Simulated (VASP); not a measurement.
# ZnO (P6_3mc) in VASP: dielectric tensor with r2SCAN

Aim: the dielectric tensor of ZnO with r2SCAN.

All numbers are computed with VASP 6.6.1; they aren't measurements. Logs are shortened: lines on timing, memory, paths and dates and some standing lists are left out, and cuts for length are marked.

## (1) The cell of the first run

The structure is hexagonal, space group P6_3mc (No. 186). The conventional cell has a = 3.203 Å, b = 3.203 Å, c = 5.159 Å, α = 90.00°, β = 90.00°, γ = 120.00°. Within 2.6 Å of Zn (site symmetry 3m) lie 4 O at 1.95 to 1.96 Å. O (site symmetry 3m) has 4 Zn at 1.95 to 1.96 Å within 2.6 Å.

## (2) Dielectric tensor, r2SCAN (strain -1.0%)

Input file INCAR:

```
SYSTEM = ZnO
PREC = Accurate
ENCUT = 520
EDIFF = 1E-8
ISMEAR = 0
SIGMA = 0.01
LREAL = .False.
LASPH = .True.
NELM = 60
ALGO = Normal
ISIF = 2
LWAVE = .False.
LCHARG = .False.
METAGGA = R2SCAN
LMIXTAU = .True.
LCALCEPS = .True.
```

Input file KPOINTS:

```
regular mesh
0
Gamma
  9 9 4
  0 0 0
```

Input file POSCAR:

```
ZnO
1.0
    3.2029874582      0.0000000000      0.0000000000
   -1.6014937291      2.7738685068      0.0000000000
    0.0000000000      0.0000000000      5.1588423132
Zn O
2 2
Direct
    0.3333333333      0.6666666667     -0.0023477533
    0.6666666667      0.3333333333      0.4976522467
    0.3333333333      0.6666666667      0.3773477533
    0.6666666667      0.3333333333      0.8773477533
```

Potentials or basis: VASP PAW PBE potentials, release 64 (Zn, O).

Launch:

```bash
> cat potpaw_PBE.64/Zn/POTCAR potpaw_PBE.64/O/POTCAR > POTCAR
> mpirun -np 1 vasp_std > vasp.out
```

OUTCAR:

```text
SYSTEM = ZnO
   PREC = Accurate
   ENCUT = 520
   EDIFF = 1E-8
   ISMEAR = 0
   LREAL = .False.
   LASPH = .True.
   NELM = 60
   ISIF = 2
   METAGGA = R2SCAN

 ion  position               nearest neighbor table
   1  0.333  0.667  0.998-   4 1.95   4 1.95   4 1.95   3 1.96
   2  0.667  0.333  0.498-   3 1.95   3 1.95   3 1.95   4 1.96
   3  0.333  0.667  0.377-   2 1.95   2 1.95   2 1.95   1 1.96
   4  0.667  0.333  0.877-   1 1.95   1 1.95   1 1.95   2 1.96

  LATTYP: Found a hexagonal cell.
 ALAT       =     3.2029874582
 C/A-ratio  =     1.6106345655

  Lattice vectors:

 A1 = (   3.2029874582,   0.0000000000,   0.0000000000)
 A2 = (  -1.6014937291,   2.7738685068,   0.0000000000)
 A3 = (   0.0000000000,   0.0000000000,   5.1588423132)

Analysis of symmetry for initial positions (statically):
=====================================================================
 Subroutine PRICEL returns:
 Original cell was already a primitive cell.

 Routine SETGRP: Setting up the symmetry group for a
 hexagonal supercell.

 Subroutine GETGRP returns: Found 12 space group operations
 (whereof  6 operations were pure point group operations)
 out of a pool of 24 trial point group operations.

The static configuration has the point symmetry C_3v.
 The point group associated with its full space group is C_6v.

Analysis of symmetry for dynamics (positions and initial velocities):
=====================================================================
 Subroutine PRICEL returns:
 Original cell was already a primitive cell.

 Routine SETGRP: Setting up the symmetry group for a
 hexagonal supercell.

 Subroutine GETGRP returns: Found 12 space group operations
 (whereof  6 operations were pure point group operations)
 out of a pool of 24 trial point group operations.

The dynamic configuration has the point symmetry C_3v.
 The point group associated with its full space group is C_6v.

 Subroutine INISYM returns: Found 12 space group operations
 (whereof  6 operations are pure point group operations),
 and found     1 'primitive' translations

----------------------------------------------------------------------------------------

                                     Primitive cell

  volume of cell :      45.8346
[... 141 lines left out ...]
  free energy    TOTEN  =       -36.23574879 eV

  energy without entropy =      -36.23574879  energy(sigma->0) =      -36.23574879

 E-fermi :   1.2675     XC(G=0): -11.8840

 val. band max:        1.2044442004   @ k =   0.0000   0.0000   0.0000
 cond. band min:   10000.0000000000   @ k =   0.0000   0.0000   0.0000
 fundamental gap:   9998.7955557996
 Fermi energy:         1.2675089673

 k-point     1 :       0.0000    0.0000    0.0000
  band No.  band energies     occupation
      1     -18.2001      2.00000
      2     -17.4580      2.00000
      3      -4.8163      2.00000
      4      -4.8162      2.00000
      5      -4.8010      2.00000
      6      -4.7535      2.00000
[... 589 lines left out ...]
     21   10000.0000      0.00000
     22   10000.0000      0.00000

 [... further k-points ...]

------------------------ aborting loop because EDIFF is reached ----------------------------------------

            Ionic dipole moment: p[ion]=(     0.00000     0.00000    38.54598 ) |e| Angst

 Total electronic dipole moment: p[elc]=(    -0.00000     0.00000    -5.10990 ) |e| Angst

 MACROSCOPIC STATIC DIELECTRIC TENSOR (including local field effects)
 ------------------------------------------------------
           4.197665     0.000000    -0.000000
          -0.000000     4.197665     0.000000
           0.000000     0.000000     4.218640
 ------------------------------------------------------

 PIEZOELECTRIC TENSOR (including local field effects) (e Angst)
          XX          YY          ZZ          XY          YZ          ZX
  --------------------------------------------------------------------------------
  x     0.00000     0.00000     0.00000     0.00000     0.00000     1.09735
  y     0.00000    -0.00000     0.00000    -0.00000     1.09730     0.00000
  z     1.03640     1.03640    -2.11909     0.00000     0.00000     0.00000

 PIEZOELECTRIC TENSOR (including local field effects) (C/m^2)
          XX          YY          ZZ          XY          YZ          ZX
  --------------------------------------------------------------------------------
  x     0.00000     0.00000     0.00000     0.00000     0.00000     0.38359
  y     0.00000    -0.00000     0.00000    -0.00000     0.38357     0.00000
  z     0.36228     0.36228    -0.74074     0.00000     0.00000     0.00000

 BORN EFFECTIVE CHARGES (including local field effects) (in |e|, cummulative output)
 ---------------------------------------------------------------------------------
 ion    1
    1     2.06462     0.00000     0.00000
    2     0.00000     2.06462     0.00000
    3     0.00000     0.00000     2.11467
 ion    2
    1     2.06462     0.00000     0.00000
    2     0.00000     2.06462    -0.00000
    3    -0.00000     0.00000     2.11467
 ion    3
    1    -2.06462     0.00000     0.00000
    2     0.00000    -2.06462     0.00000
    3    -0.00000     0.00000    -2.11467
 ion    4
    1    -2.06462     0.00000     0.00000
    2     0.00000    -2.06462    -0.00000
    3     0.00000     0.00000    -2.11467

  FORCE on cell =-STRESS in cart. coord.  units (eV):
  Direction    XX          YY          ZZ          XY          YZ          ZX
  --------------------------------------------------------------------------------------
  -------------------------------------------------------------------------------------
  Total        1.7162949      1.7162949      1.7393962      0.0000000      0.0000000      0.0000000
  in kB       59.9941803     59.9941803     60.8017034      0.0000000      0.0000000      0.0000000
  external PRESSURE =      60.2633547 kB  Pullay stress =       0.0000000 kB

 VOLUME and BASIS-vectors are now :
 -----------------------------------------------------------------------------
  energy-cutoff  :      520.00
  volume of cell :       45.83
      direct lattice vectors                 reciprocal lattice vectors
     3.202987458  0.000000000  0.000000000     0.312208528  0.180253678  0.000000000
    -1.601493729  2.773868507  0.000000000     0.000000000  0.360507356  0.000000000
     0.000000000  0.000000000  5.158842313     0.000000000  0.000000000  0.193841940

 POSITION                                       TOTAL-FORCE (eV/Angst)
 -----------------------------------------------------------------------------------
     -0.00000      1.84925      5.14673         0.000000      0.000000      0.006239
      1.60149      0.92462      2.56731        -0.000000      0.000000      0.006239
     -0.00000      1.84925      1.94668        -0.000000      0.000000     -0.006239
      1.60149      0.92462      4.52610        -0.000000      0.000000     -0.006239
 -----------------------------------------------------------------------------------
    total drift:                                0.000001      0.000003      0.000598

  FREE ENERGIE OF THE ION-ELECTRON SYSTEM (eV)
  ---------------------------------------------------
  free  energy   TOTEN  =       -36.2357487894 eV

  energy  without entropy=      -36.2357487894  energy(sigma->0) =      -36.23574879
```

Wall time 49 min (1 thread of Intel Xeon Platinum 8559C (Emerald Rapids), shared host); peak memory 0.7 GiB.

What came out:

```yaml
Band_gap_on_the_k_mesh: 1.28 eV
Electronic_dielectric_tensor_diagonal: 4.20, 4.20, 4.22
Born_charges_mean_of_the_diagonal: Zn +2.08; O -2.08 e
```

Electronic dielectric tensor:
```
4.20 0.00 0.00
0.00 4.20 0.00
0.00 0.00 4.22
```

Born effective charge tensors (e):
atom 1, Zn
```
2.06 0.00 0.00
0.00 2.06 0.00
0.00 0.00 2.11
```
atom 2, Zn
```
2.06 0.00 0.00
0.00 2.06 0.00
0.00 0.00 2.11
```
atom 3, O
```
-2.06  0.00  0.00
 0.00 -2.06  0.00
 0.00  0.00 -2.11
```
atom 4, O
```
-2.06  0.00  0.00
 0.00 -2.06  0.00
 0.00  0.00 -2.11
```

Dipole moments of the cell (e·Å, modulo the quantum): ionic 0.000, 0.000, 38.546; electronic 0.000, 0.000, -5.110

Caveat: the cell differs from its parent crystal (strain -1.0%); the PAW data sets were made with another functional, which shifts forces and pressure a little.

The gap in the log of VASP goes by the Fermi energy; the results here count the filled bands.